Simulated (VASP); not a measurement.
# ZnS (F-43m) in VASP: a series of runs

ZnS is run at these levels: HSE06; tasks: single point.

Program: VASP 6.6.1. These are calculated values, not measurements. Logs are shortened: lines on timing, memory, paths and dates and some standing lists are left out, and cuts for length are marked.

### 1 The cell of the first run

Symmetry: F-43m, No. 216, cubic system. The conventional cell has a = 5.334 Å, b = 5.334 Å, c = 5.334 Å, α = 90.00°, β = 90.00°, γ = 90.00°. Within 3.1 Å of Zn (site symmetry -43m) lie 4 S at 2.31 Å. S (site symmetry -43m) has 4 Zn at 2.31 Å within 3.1 Å.

### 2 Single point, HSE06 (strain -1.0%)

POSCAR reads:

```
ZnS
1.0
    0.0000000000      2.6671449750      2.6671449750
    2.6671449750      0.0000000000      2.6671449750
    2.6671449750      2.6671449750      0.0000000000
Zn S
1 1
Direct
    0.0000000000      0.0000000000      0.0000000000
    0.2500000000      0.2500000000      0.2500000000
```

INCAR.step1 reads:

```
PREC = Accurate ; ENCUT = 520
EDIFF = 1E-5 ; ISMEAR = 0
SIGMA = 0.01 ; LREAL = False
LASPH = True ; NELM = 100
ALGO = Normal ; ISIF = 2
LWAVE = True ; LCHARG = False
NBANDS = 16 ; GGA = PE
```

INCAR.step2 reads:

```
PREC = Accurate ; ENCUT = 520
EDIFF = 1E-7 ; ISMEAR = 0
SIGMA = 0.01 ; LREAL = False
LASPH = True ; NELM = 100
ALGO = Normal ; ISIF = 2
LWAVE = False ; LCHARG = False
GGA = PE ; LHFCALC = True
HFSCREEN = 0.2079 ; PRECFOCK = Normal
NBANDS = 16 ; ISTART = 1
```

KPOINTS reads:

```
regular mesh
0
Gamma
  6 6 6
```

Potentials or basis: VASP PAW PBE potentials, release 64 (Zn, S).

Run with:

```console
> cat potpaw_PBE.64/Zn/POTCAR potpaw_PBE.64/S/POTCAR > POTCAR
> cp INCAR.step1 INCAR
> mpirun -np 1 vasp_std > vasp.out
> cp INCAR.step2 INCAR
> mpirun -np 1 vasp_std > vasp.out
```

OUTCAR:

```text
PREC = Accurate
   ENCUT = 520
   EDIFF = 1E-7
   ISMEAR = 0
   LREAL = False
   LASPH = True
   NELM = 100
   ISIF = 2
   GGA = PE
   LHFCALC = True
   HFSCREEN = 0.2079
   PRECFOCK = Normal
   ISTART = 1

 ion  position               nearest neighbor table
   1  0.000  0.000  0.000-   2 2.31   2 2.31   2 2.31   2 2.31
   2  0.250  0.250  0.250-   1 2.31   1 2.31   1 2.31   1 2.31

  LATTYP: Found a face centered cubic cell.
 ALAT       =     5.3342899500

  Lattice vectors:

 A1 = (   0.0000000000,   2.6671449750,   2.6671449750)
 A2 = (   2.6671449750,   0.0000000000,   2.6671449750)
 A3 = (   2.6671449750,   2.6671449750,   0.0000000000)

Analysis of symmetry for initial positions (statically):
=====================================================================
 Subroutine PRICEL returns:
 Original cell was already a primitive cell.

 Routine SETGRP: Setting up the symmetry group for a
 face centered cubic supercell.

 Subroutine GETGRP returns: Found 24 space group operations
 (whereof 24 operations were pure point group operations)
 out of a pool of 48 trial point group operations.

The static configuration has the point symmetry T_d .

Analysis of symmetry for dynamics (positions and initial velocities):
=====================================================================
 Subroutine PRICEL returns:
 Original cell was already a primitive cell.

 Routine SETGRP: Setting up the symmetry group for a
 face centered cubic supercell.

 Subroutine GETGRP returns: Found 24 space group operations
 (whereof 24 operations were pure point group operations)
 out of a pool of 48 trial point group operations.

The dynamic configuration has the point symmetry T_d .

 Subroutine INISYM returns: Found 24 space group operations
 (whereof 24 operations are pure point group operations),
 and found     1 'primitive' translations

----------------------------------------------------------------------------------------

                                     Primitive cell

  volume of cell :      37.9463

  direct lattice vectors                    reciprocal lattice vectors
     0.000000000  2.667144975  2.667144975    -0.187466375  0.187466375  0.187466375
     2.667144975  0.000000000  2.667144975     0.187466375 -0.187466375  0.187466375
     2.667144975  2.667144975  0.000000000     0.187466375  0.187466375 -0.187466375

  length of vectors
     3.771912596  3.771912596  3.771912596     0.324701286  0.324701286  0.324701286

  position of ions in fractional coordinates (direct lattice)
     0.000000000  0.000000000  0.000000000
     0.250000000  0.250000000  0.250000000

  ion indices of the primitive-cell ions
   primitive index   ion index
                 1           1
                 2           2

----------------------------------------------------------------------------------------

 KPOINTS: regular mesh

Automatic generation of k-mesh.
 Grid dimensions read from file:
 generate k-points for:    6    6    6

 Generating k-lattice:

  Cartesian coordinates                     Fractional coordinates (reciprocal lattice)
    -0.031244396  0.031244396  0.031244396     0.166666667  0.000000000  0.000000000
     0.031244396 -0.031244396  0.031244396     0.000000000  0.166666667  0.000000000
     0.031244396  0.031244396 -0.031244396     0.000000000  0.000000000  0.166666667

  Length of vectors
     0.054116881  0.054116881  0.054116881

  Shift w.r.t. Gamma in fractional coordinates (k-lattice)
     0.000000000  0.000000000  0.000000000

 Subroutine IBZKPT returns following result:
 ===========================================

 Found     16 irreducible k-points:

 Following reciprocal coordinates:
            Coordinates               Weight
  0.000000  0.000000  0.000000      1.000000
  0.166667  0.000000  0.000000      8.000000
  0.333333  0.000000  0.000000      8.000000
  0.500000  0.000000  0.000000      4.000000
  0.166667  0.166667  0.000000      6.000000
  0.333333  0.166667  0.000000     24.000000
[... 8 lines left out ...]
 -0.333333  0.333333  0.166667     24.000000
 -0.333333  0.500000  0.166667     12.000000
   k-points           NKPTS =     16   k-points in BZ     NKDIM =    216   number of bands    NBANDS=     16
   number of dos      NEDOS =    301   number of ions     NIONS =      2
   total plane-waves  NPLWV =  21952
   dimension x,y,z NGX =    28 NGY =   28 NGZ =   28
   dimension x,y,z NGXF=    56 NGYF=   56 NGZF=   56
   ions per type =               1   1
   NGX,Y,Z   is equivalent  to a cutoff of  12.34, 12.34, 12.34 a.u.
   NGXF,Y,Z  is equivalent  to a cutoff of  24.68, 24.68, 24.68 a.u.
 SYSTEM =  unknown system
   PREC   = accura    normal or accurate (medium, high low for compatibility)
   ISTART =      1    job   : 0-new  1-cont  2-samecut
   ICHARG =      0    charge: 1-file 2-atom 10-const
   ISPIN  =      1    spin polarized calculation?
   LNONCOLLINEAR =      F non collinear calculations
   LSORBIT =      F    spin-orbit coupling
   LASPH  =      T    aspherical Exc in radial PAW
   ENCUT  =  520.0 eV  38.22 Ry    6.18 a.u.   7.01  7.01  7.01*2*pi/ulx,y,z
   NELM   =    100;   NELMIN=  2; NELMDL=  0     # of ELM steps
   EDIFF  = 0.1E-06   stopping-criterion for ELM
   LREAL  =      F    real-space projection
   EDIFFG = 0.1E-05   stopping-criterion for IOM
   NSW    =      0    number of steps for IOM
   IBRION =     -1    ionic relax: 0-MD 1-quasi-New 2-CG
   NFREE  =      0    steps in history (QN), initial steepest desc. (CG)
   ISIF   =      2    stress and relaxation
   ISYM   =      3    0-nonsym 1-usesym 2-fastsym
   POTIM  = 0.5000    time-step for ionic-motion
   TEBEG  =    0.0;   TEEND  =   0.0 temperature during run
   PSTRESS=    0.0 pullay stress
   NELECT =      18.0000    total number of electrons
   NUPDOWN=      -1.0000    fix difference up-down
   EMIN   =  10.00;   EMAX   =-10.00  energy-range for DOS
   EFERMI =   0.00;   METHOD = LEGACY
   ISMEAR =     0;   SIGMA  =   0.01  broadening in eV -4-tet -1-fermi 0-gaus
   EFERMI_NEDOS =   21; number of points for ismear=-14 and -15
   IALGO  =     38    algorithm
   IMIX   =      1    mixing-type and parameters
     AMIX     =   0.40;   BMIX     =  1.00
     AMIX_MAG =   1.60;   BMIX_MAG =  1.00
  volume/ion in A,a.u.               =      18.97       128.04
  Fermi-wavevector in a.u.,A,eV,Ry     =   1.276759  2.412725 22.179053  1.630114
  Thomas-Fermi vector in A             =   2.409397
   LORBIT       =      0    0 simple, 1 ext, 2 COOP (PROOUT), +10 PAW based schemes
   GGA     = PE    functional components
   LHFCALC =     T    Hartree Fock is set to
   PRECFOCK=normal    Normal, Fast or Accurate (Low or Medium for compatibility)
   ENCUT4O =  -1.0   cutoff for four orbital integrals eV
   NKREDX  =     1    reduce k-point grid by
   NKREDY  =     1    reduce k-point grid by
   NKREDZ  =     1    reduce k-point grid by
   AEXX    =    0.2500 exact exchange contribution
   HFSCREEN=    0.2079 screening length (either q_TF or 0.3 A-1)
   HFSCREENC=   0.2079 screening length for correlation (either q_TF or 0.3 A-1)
   ENCUTFOCK=  -1.0 apply spherical cutoff to Coloumb kernel
   IVDW    =     0    specifies the selected vdW correction
   LEPSILON=     F    determine dielectric tensor
   LRPA    =     F    only Hartree local field effects (RPA)
 non-spin polarized calculation
 Gauss-broadening in eV      SIGMA  =   0.01
  energy-cutoff  :      520.00
  volume of cell :       37.95
 maximum number of plane-waves:      1034
  NGX = 24; NGY = 24; NGZ = 24

 number of electron      18.0000019 magnetization

 Free energy of the ion-electron system (eV)
  ---------------------------------------------------
  ext. energy  EPLUGINS =         0.00000000
  ---------------------------------------------------
  free energy    TOTEN  =        -8.34787281 eV

  energy without entropy =       -8.34787281  energy(sigma->0) =       -8.34787281

 E-fermi :   1.8047     XC(G=0):  -8.1166

 val. band max:        1.7481011853   @ k =   0.0000   0.0000   0.0000
 cond. band min:       5.2610629086   @ k =   0.0000   0.0000   0.0000
 fundamental gap:      3.5129617232
 Fermi energy:         1.8046956245

 k-point     1 :       0.0000    0.0000    0.0000
  band No.  band energies     occupation
      1     -12.8673      2.00000
      2      -6.2425      2.00000
      3      -6.2425      2.00000
      4      -6.2425      2.00000
      5      -5.7533      2.00000
      6      -5.7533      2.00000
[... 8 lines left out ...]
     15      15.0010      0.00000
     16      15.3762      0.00000

 k-point     2 :       0.1667    0.0000    0.0000
  band No.  band energies     occupation
      1     -12.6339      2.00000
      2      -6.2068      2.00000
      3      -6.2064      2.00000
      4      -6.2064      2.00000
      5      -5.7554      2.00000
      6      -5.7554      2.00000
[... 8 lines left out ...]
     15      14.1072      0.00000
     16      15.9969      0.00000

 k-point     3 :       0.3333    0.0000    0.0000
  band No.  band energies     occupation
      1     -12.1060      2.00000
      2      -6.1464      2.00000
      3      -6.1464      2.00000
      4      -5.9648      2.00000
      5      -5.7427      2.00000
      6      -5.7427      2.00000
[... 8 lines left out ...]
     15      14.8328      0.00000
     16      15.0883      0.00000

 k-point     4 :       0.5000    0.0000    0.0000
  band No.  band energies     occupation
      1     -11.8021      2.00000
      2      -6.1250      2.00000
      3      -6.1250      2.00000
      4      -5.7251      2.00000
      5      -5.7251      2.00000
      6      -5.4980      2.00000
[... 8 lines left out ...]
     15      16.8716      0.00000
     16      16.8716      0.00000

 k-point     5 :       0.1667    0.1667    0.0000
  band No.  band energies     occupation
      1     -12.5561      2.00000
      2      -6.2397      2.00000
      3      -6.1717      2.00000
      4      -6.1717      2.00000
      5      -5.7796      2.00000
      6      -5.7345      2.00000
[... 8 lines left out ...]
     15      15.3864      0.00000
     16      17.6476      0.00000

 k-point     6 :       0.3333    0.1667    0.0000
  band No.  band energies     occupation
      1     -12.1219      2.00000
      2      -6.1698      2.00000
      3      -6.1004      2.00000
      4      -6.0545      2.00000
      5      -5.7658      2.00000
      6      -5.7188      2.00000
[... 8 lines left out ...]
     15      15.8858      0.00000
     16      17.3462      0.00000
[... 115 lines left out ...]
 k-point    13 :       0.5000    0.5000    0.0000
  band No.  band energies     occupation
      1     -11.4480      2.00000
      2      -6.1469      2.00000
      3      -5.9023      2.00000
      4      -5.9023      2.00000
      5      -5.6781      2.00000
      6      -5.4585      2.00000
[... 8 lines left out ...]
     15      17.1312      0.00000
     16      18.0253      0.00000

 k-point    14 :       0.5000    0.3333    0.1667
  band No.  band energies     occupation
      1     -11.7425      2.00000
      2      -6.0955      2.00000
      3      -6.0573      2.00000
      4      -5.9079      2.00000
      5      -5.7265      2.00000
      6      -5.6216      2.00000
[... 8 lines left out ...]
     15      17.5626      0.00000
     16      18.2322      0.00000

 k-point    15 :      -0.3333    0.3333    0.1667
  band No.  band energies     occupation
      1     -11.5377      2.00000
      2      -6.0810      2.00000
      3      -6.0172      2.00000
      4      -5.8076      2.00000
      5      -5.7520      2.00000
      6      -5.3473      2.00000
[... 8 lines left out ...]
     15      17.2667      0.00000
     16      18.0712      0.00000

 k-point    16 :      -0.3333    0.5000    0.1667
  band No.  band energies     occupation
      1     -11.4439      2.00000
      2      -6.0862      2.00000
      3      -5.9619      2.00000
      4      -5.8529      2.00000
      5      -5.7266      2.00000
      6      -5.3120      2.00000
[... 8 lines left out ...]
     15      17.5052      0.00000
     16      18.3884      0.00000

------------------------ aborting loop because EDIFF is reached ----------------------------------------

  FORCE on cell =-STRESS in cart. coord.  units (eV):
  Direction    XX          YY          ZZ          XY          YZ          ZX
  --------------------------------------------------------------------------------------
  -------------------------------------------------------------------------------------
  Total        1.0085410      1.0085410      1.0085410      0.0000000      0.0000000      0.0000000
  in kB       42.5828074     42.5828074     42.5828074      0.0000000      0.0000000      0.0000000
  external PRESSURE =      42.5828074 kB  Pullay stress =       0.0000000 kB

 VOLUME and BASIS-vectors are now :
 -----------------------------------------------------------------------------
  energy-cutoff  :      520.00
  volume of cell :       37.95
      direct lattice vectors                 reciprocal lattice vectors
     0.000000000  2.667144975  2.667144975    -0.187466375  0.187466375  0.187466375
     2.667144975  0.000000000  2.667144975     0.187466375 -0.187466375  0.187466375
     2.667144975  2.667144975  0.000000000     0.187466375  0.187466375 -0.187466375

 POSITION                                       TOTAL-FORCE (eV/Angst)
 -----------------------------------------------------------------------------------
      0.00000      0.00000      0.00000        -0.000000     -0.000000     -0.000000
      1.33357      1.33357      1.33357         0.000000      0.000000      0.000000
 -----------------------------------------------------------------------------------
    total drift:                                0.000094      0.000065      0.000046

  FREE ENERGIE OF THE ION-ELECTRON SYSTEM (eV)
  ---------------------------------------------------
  free  energy   TOTEN  =        -8.3478728147 eV

  energy  without entropy=       -8.3478728147  energy(sigma->0) =       -8.34787281
```

Wall time 46 min (1 thread of Intel Xeon Platinum 8375C at 2.90GHz (Ice Lake), shared host); peak memory 0.27 GiB.

What came out:

* Free energy: -8.3479 eV
* Pressure: 4.3 GPa
* Band gap on the k mesh: 3.51 eV

Caveat: the cell differs from its parent crystal (strain -1.0%); the cell stands under pressure; the PAW data sets were made with another functional, which shifts forces and pressure a little.

(Part 1 of 2 ends here.)
